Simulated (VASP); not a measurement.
Here is a VASP 6.6.1 calculation.

INCAR

```
ALGO = Normal ; EDIFF = 1E-6
EDIFFG = -0.04 ; ENCUT = 600
GGA = PE ; IBRION = 2
ISIF = 3 ; ISMEAR = 0
LASPH = T ; LCHARG = F
LREAL = F ; LWAVE = F
NELM = 80 ; NSW = 90
PREC = Accurate ; SIGMA = 0.1
```

The input KPOINTS:

```
k-points
0
Gamma
  6 6 6
```

The input POSCAR:

```
GeN
1.0
    0.0000000000      2.9870284854      2.9870284854
    2.9870284854      0.0000000000      2.9870284854
    2.9870284854      2.9870284854      0.0000000000
Ge N
2 2
Direct
    0.5000000000      0.5000000000      0.5000000000
    0.7500000000      0.7500000000      0.7500000000
    0.0000000000      0.0000000000      0.0000000000
    0.2500000000      0.2500000000      0.2500000000
```

Potentials or basis: VASP PAW PBE potentials, release 64 (Ge_d, N).

The run is started by

```sh
$ cat potpaw_PBE.64/Ge_d/POTCAR potpaw_PBE.64/N/POTCAR > POTCAR
$ mpirun -np 1 vasp_std > vasp.out
```

Question: Predict the space group after relaxing (to 0.1 Å).

Answer: Fd-3m (No. 227).

Question: Predict the relaxed cell.

Answer: a = 4.118 Å, b = 4.118 Å, c = 4.118 Å, α = 60.00°, β = 60.00°, γ = 60.00°.

The path:
| step | energy change (eV) | largest force (eV/Å) | pressure (GPa) | volume (Å³) |
| --- | --- | --- | --- | --- |
| 1 | 0.0000 | 0.0000 | -6.67 | 53.30 |
| 2 | -0.0869 | 0.0000 | 0.55 | 49.14 |
| 3 | -0.0874 | 0.0000 | 0.07 | 49.39 |

Caveat: the highest band is partly filled, so the run has too few bands.
